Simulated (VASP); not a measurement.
# MoS2 (P6_3/mmc) in VASP: further runs, part 2 of 2

VASP 6.6.1. Earlier steps stand in the parts before.

## 3. Electric field gradients, PBE (volume scaled by 0.96)

Input file INCAR:

```
SYSTEM = MoS2
PREC     = Accurate       ! precision mode
ENCUT    = 520            ! plane-wave cutoff, eV
EDIFF    = 1E-8           ! SCF threshold, eV
ISMEAR   = -1             ! smearing method
SIGMA    = 0.03           ! smearing width, eV
LREAL    = .FALSE.        ! projectors in reciprocal space
LASPH    = .TRUE.         ! aspherical terms in the spheres
NELM     = 80             ! most SCF steps
ALGO     = Normal         ! electronic algorithm
ISIF     = 2              ! what is computed and relaxed
LWAVE    = .FALSE.        ! write WAVECAR
LCHARG   = .FALSE.        ! write CHGCAR
GGA      = PE             ! functional
LEFG     = .TRUE.       
NBANDS   = 35             ! bands
```

Input file KPOINTS:

```
regular mesh
0
G
  10 10 3
  0 0 0
```

Input file POSCAR:

```
MoS2
1.0
    3.1182801267      0.0000000000      0.0000000000
   -1.5591400634      2.7005098059      0.0000000000
    0.0000000000      0.0000000000     12.1288309816
Mo S
2 4
Direct
    0.3333333333      0.6666666667      0.2500000000
    0.6666666667      0.3333333333      0.7500000000
    0.3333333333      0.6666666667      0.6275000000
    0.6666666667      0.3333333333      0.1275000000
    0.3333333333      0.6666666667      0.8725000000
    0.6666666667      0.3333333333      0.3725000000
```

Potentials or basis: VASP PAW PBE potentials, release 64 (Mo_sv, S).

Run with:

```sh
cat potpaw_PBE.64/Mo_sv/POTCAR potpaw_PBE.64/S/POTCAR > POTCAR
mpirun -np 1 vasp_std > vasp.out
```

OUTCAR:

```text
SYSTEM = MoS2
   PREC = Accurate
   ENCUT = 520
   EDIFF = 1E-8
   ISMEAR = -1
   LREAL = .FALSE.
   LASPH = .TRUE.
   NELM = 80
   ISIF = 2
   GGA = PE

 ion  position               nearest neighbor table
   1  0.333  0.667  0.250-   4 2.33   6 2.33   4 2.33   6 2.33   4 2.33   6 2.33
   2  0.667  0.333  0.750-   3 2.33   5 2.33   3 2.33   5 2.33   3 2.33   5 2.33
   3  0.333  0.667  0.627-   2 2.33   2 2.33   2 2.33
   4  0.667  0.333  0.127-   1 2.33   1 2.33   1 2.33
   5  0.333  0.667  0.873-   2 2.33   2 2.33   2 2.33
   6  0.667  0.333  0.373-   1 2.33   1 2.33   1 2.33

  LATTYP: Found a hexagonal cell.
 ALAT       =     3.1182801267
 C/A-ratio  =     3.8895899306
[... 1154 lines left out ...]
   3      32.418    32.418   -64.836     0.000    -0.000     0.000
   4      32.418    32.418   -64.836     0.000     0.000    -0.000
   5      32.418    32.418   -64.836     0.000     0.000    -0.000
   6      32.418    32.418   -64.836     0.000    -0.000     0.000
---------------------------------------------------------------------

 Electric field gradients after diagonalization (V/A^2)
 (convention: |V_zz| > |V_xx| > |V_yy|)
----------------------------------------------------------------------
 ion       V_xx      V_yy      V_zz     asymmetry (V_yy - V_xx)/ V_zz
----------------------------------------------------------------------
   1      49.183    49.181   -98.364       0.000
   2      49.183    49.181   -98.364       0.000
   3      32.418    32.418   -64.836       0.000
   4      32.418    32.418   -64.836       0.000
   5      32.418    32.418   -64.836       0.000
   6      32.418    32.418   -64.836       0.000
----------------------------------------------------------------------

           NMR quadrupolar parameters

 Cq : quadrupolar parameter    Cq=e*Q*V_zz/h
 eta: asymmetry parameters     (V_yy - V_xx)/ V_zz
 Q  : nuclear electric quadrupole moment in mb (millibarn)
----------------------------------------------------------------------
 ion       Cq(MHz)       eta       Q (mb)
----------------------------------------------------------------------
   1      -0.238       0.000       1.000
   2      -0.238       0.000       1.000
   3      -0.157       0.000       1.000
   4      -0.157       0.000       1.000
   5      -0.157       0.000       1.000
   6      -0.157       0.000       1.000
----------------------------------------------------------------------
```

OSZICAR:

```text
N       E                     dE             d eps       ncg     rms          rms(c)
DAV:   1     0.452687567145E+03    0.45269E+03   -0.29687E+04  2152   0.142E+03
DAV:   2    -0.232474088176E+02   -0.47593E+03   -0.46032E+03  2386   0.370E+02
DAV:   3    -0.453941160506E+02   -0.22147E+02   -0.21797E+02  2437   0.738E+01
DAV:   4    -0.458061580574E+02   -0.41204E+00   -0.41052E+00  2364   0.103E+01
DAV:   5    -0.458138465227E+02   -0.76885E-02   -0.76869E-02  2320   0.142E+00    0.412E+01
DAV:   6    -0.436331565774E+02    0.21807E+01   -0.10343E+01  2151   0.208E+01    0.142E+01
DAV:   7    -0.433824623633E+02    0.25069E+00   -0.37258E+00  2048   0.122E+01    0.923E+00
DAV:   8    -0.431334314010E+02    0.24903E+00   -0.65310E-01  2084   0.556E+00    0.300E+00
DAV:   9    -0.431415181804E+02   -0.80868E-02   -0.73250E-02  2329   0.133E+00    0.139E+00
DAV:  10    -0.431356848599E+02    0.58333E-02   -0.30596E-02  2134   0.113E+00    0.353E-01
DAV:  11    -0.431355650347E+02    0.11983E-03   -0.19891E-03  2174   0.288E-01    0.117E-01
DAV:  12    -0.431354798415E+02    0.85193E-04   -0.25587E-04  2210   0.702E-02    0.478E-02
DAV:  13    -0.431355005378E+02   -0.20696E-04   -0.10670E-04  2172   0.446E-02    0.211E-02
DAV:  14    -0.431355014825E+02   -0.94468E-06   -0.46623E-06  2253   0.107E-02    0.176E-02
DAV:  15    -0.431355017050E+02   -0.22252E-06   -0.26935E-06  2233   0.829E-03    0.817E-03
DAV:  16    -0.431355017038E+02    0.12351E-08   -0.98732E-07  2247   0.605E-03    0.663E-03
DAV:  17    -0.431355017130E+02   -0.92150E-08   -0.35492E-08  2077   0.906E-04
   1 F= -.43135502E+02 E0= -.43135502E+02  d E =-.113683E-07
```

Run time: 64 s. Hardware: 1 thread of Intel Xeon Platinum 8488C (Sapphire Rapids), shared host; peak memory 0.25 GiB.

What came out:

```yaml
Free_energy: -43.1355 eV
Pressure: 16.5 GPa
Largest_force: 2.003 eV/Å
Band_gap_on_the_k_mesh: 0.89 eV, indirect (least direct gap 1.98 eV)
```

Forces in eV/Å, atoms in the order of the input:
```
Mo   0.000  0.000  0.000
Mo   0.000  0.000  0.000
S    0.000  0.000 -2.003
S    0.000  0.000 -2.003
S    0.000  0.000  2.003
S    0.000  0.000  2.003
```

Stress tensor (GPa, compression positive):
```
13.95  0.00  0.00
 0.00 13.95  0.00
 0.00  0.00 21.49
```

Electric field gradients, principal values (V/Å²):
```tsv
atom	least	middle	greatest (by size)
1 Mo	49.181	49.183	-98.364
2 Mo	49.181	49.183	-98.364
3 S	32.418	32.418	-64.836
4 S	32.418	32.418	-64.836
5 S	32.418	32.418	-64.836
6 S	32.418	32.418	-64.836
```

Caveat: without QUAD_EFG the Cq values of the log hold for a quadrupole moment of 1 mb, not for the nuclei; this functional lacks dispersion, which binds the layers, so the pressure and a relaxed spacing across them are unreliable; forces of over 1 eV/Å act on the atoms, so gaps and moduli don't describe the material at rest. A k mesh can miss the band edges.

## 4. Electric field gradients, PBE (volume scaled by 0.99)

Input file INCAR:

```
  ALGO = Normal
  EDIFF = 1E-8
  ENCUT = 520
  GGA = PE
  ISIF = 2
  ISMEAR = -1
  LASPH = T
  LCHARG = F
  LEFG = T
  LREAL = F
  LWAVE = F
  NBANDS = 35
  NELM = 100
  PREC = Accurate
  SIGMA = 0.03
```

Input file KPOINTS:

```
k-points
0
Gamma
  10 10 3
```

Changes to POSCAR since step 3:

```diff
@@ -2,5 +2,5 @@
 1.0
-    3.1182801267      0.0000000000      0.0000000000
-   -1.5591400634      2.7005098059      0.0000000000
-    0.0000000000      0.0000000000     12.1288309816
+    3.1504296109      0.0000000000      0.0000000000
+   -1.5752148055      2.7283520759      0.0000000000
+    0.0000000000      0.0000000000     12.2538792915
 Mo S
```

Potentials or basis: VASP PAW PBE potentials, release 64 (Mo_sv, S).

Run with:

```sh
cat potpaw_PBE.64/Mo_sv/POTCAR potpaw_PBE.64/S/POTCAR > POTCAR
mpirun -np 1 vasp_std > vasp.out
```

OUTCAR:

```text
EDIFF = 1E-8
   ENCUT = 520
   GGA = PE
   ISIF = 2
   ISMEAR = -1
   LASPH = T
   LREAL = F
   NELM = 100
   PREC = Accurate

 ion  position               nearest neighbor table
   1  0.333  0.667  0.250-   4 2.36   6 2.36   4 2.36   6 2.36   4 2.36   6 2.36
   2  0.667  0.333  0.750-   3 2.36   5 2.36   3 2.36   5 2.36   3 2.36   5 2.36
   3  0.333  0.667  0.627-   2 2.36   2 2.36   2 2.36
   4  0.667  0.333  0.127-   1 2.36   1 2.36   1 2.36
   5  0.333  0.667  0.873-   2 2.36   2 2.36   2 2.36
   6  0.667  0.333  0.373-   1 2.36   1 2.36   1 2.36

  LATTYP: Found a hexagonal cell.
[... 1155 lines left out ...]
   2      47.319    47.318   -94.637    -0.001    -0.000     0.000
   3      31.318    31.319   -62.637     0.000     0.000    -0.000
   4      31.318    31.319   -62.637     0.000    -0.000     0.000
   5      31.318    31.319   -62.637     0.000    -0.000     0.000
   6      31.318    31.319   -62.637     0.000     0.000    -0.000
---------------------------------------------------------------------

 Electric field gradients after diagonalization (V/A^2)
 (convention: |V_zz| > |V_xx| > |V_yy|)
----------------------------------------------------------------------
 ion       V_xx      V_yy      V_zz     asymmetry (V_yy - V_xx)/ V_zz
----------------------------------------------------------------------
   1      47.320    47.318   -94.637       0.000
   2      47.320    47.318   -94.637       0.000
   3      31.319    31.318   -62.637       0.000
   4      31.319    31.318   -62.637       0.000
   5      31.319    31.318   -62.637       0.000
   6      31.319    31.318   -62.637       0.000
----------------------------------------------------------------------

           NMR quadrupolar parameters

 Cq : quadrupolar parameter    Cq=e*Q*V_zz/h
 eta: asymmetry parameters     (V_yy - V_xx)/ V_zz
 Q  : nuclear electric quadrupole moment in mb (millibarn)
----------------------------------------------------------------------
 ion       Cq(MHz)       eta       Q (mb)
----------------------------------------------------------------------
   1      -0.229       0.000       1.000
   2      -0.229       0.000       1.000
   3      -0.151       0.000       1.000
   4      -0.151       0.000       1.000
   5      -0.151       0.000       1.000
   6      -0.151       0.000       1.000
----------------------------------------------------------------------
```

OSZICAR:

```text
N       E                     dE             d eps       ncg     rms          rms(c)
DAV:   1     0.445738744737E+03    0.44574E+03   -0.29246E+04  2152   0.141E+03
DAV:   2    -0.236388494908E+02   -0.46938E+03   -0.45443E+03  2340   0.370E+02
DAV:   3    -0.457511022077E+02   -0.22112E+02   -0.21706E+02  2376   0.742E+01
[... 11 lines left out ...]
DAV:  15    -0.434040139971E+02   -0.10801E-05   -0.25803E-06  2124   0.755E-03    0.841E-03
DAV:  16    -0.434040139088E+02    0.88280E-07   -0.85705E-07  2309   0.606E-03    0.328E-03
DAV:  17    -0.434040139430E+02   -0.34188E-07   -0.70004E-08  2020   0.122E-03    0.108E-03
DAV:  18    -0.434040139228E+02    0.20137E-07   -0.10337E-08  1693   0.551E-04    0.607E-05
DAV:  19    -0.434040139276E+02   -0.47339E-08   -0.66344E-10  1232   0.132E-04
   1 F= -.43404014E+02 E0= -.43404014E+02  d E =-.119341E-07
```

stdout:

```text
POSCAR found type information on POSCAR MoS
 POSCAR found :  2 types and       6 ions
 scaLAPACK will be used
 LDA part: xc-table for (Slater+PW92), standard interpolation
 POSCAR, INCAR and KPOINTS ok, starting setup
 FFT: planning ... GRIDC
 FFT: planning ... GRID_SOFT
 FFT: planning ... GRID
 WAVECAR not read
 entering main loop
ion   1

ion   2

ion   3

ion   4

ion   5

ion   6
```

It took 72 s on 1 thread of Intel Xeon Platinum 8488C (Sapphire Rapids), shared host; peak memory 0.26 GiB.

What came out:

- Free energy: -43.4040 eV
- Pressure: 10.5 GPa
- Largest force: 1.387 eV/Å
- Band gap on the k mesh: 0.88 eV, indirect (least direct gap 1.90 eV)

Forces in eV/Å, atoms in the order of the input:
```
Mo   0.000  0.000  0.000
Mo   0.000  0.000  0.000
S    0.000  0.000 -1.387
S    0.000  0.000 -1.387
S    0.000  0.000  1.387
S    0.000  0.000  1.387
```

Electric field gradients, principal values (V/Å²):
```
atom   least  middle  greatest (by size)
1 Mo  47.318  47.320             -94.637
2 Mo  47.318  47.320             -94.637
 3 S  31.318  31.319             -62.637
 4 S  31.318  31.319             -62.637
 5 S  31.318  31.319             -62.637
 6 S  31.318  31.319             -62.637
```

Caveat: without QUAD_EFG the Cq values of the log hold for a quadrupole moment of 1 mb, not for the nuclei; this functional lacks dispersion, which binds the layers, so the pressure and a relaxed spacing across them are unreliable; forces of over 1 eV/Å act on the atoms, so gaps and moduli don't describe the material at rest. A k mesh can miss the band edges.
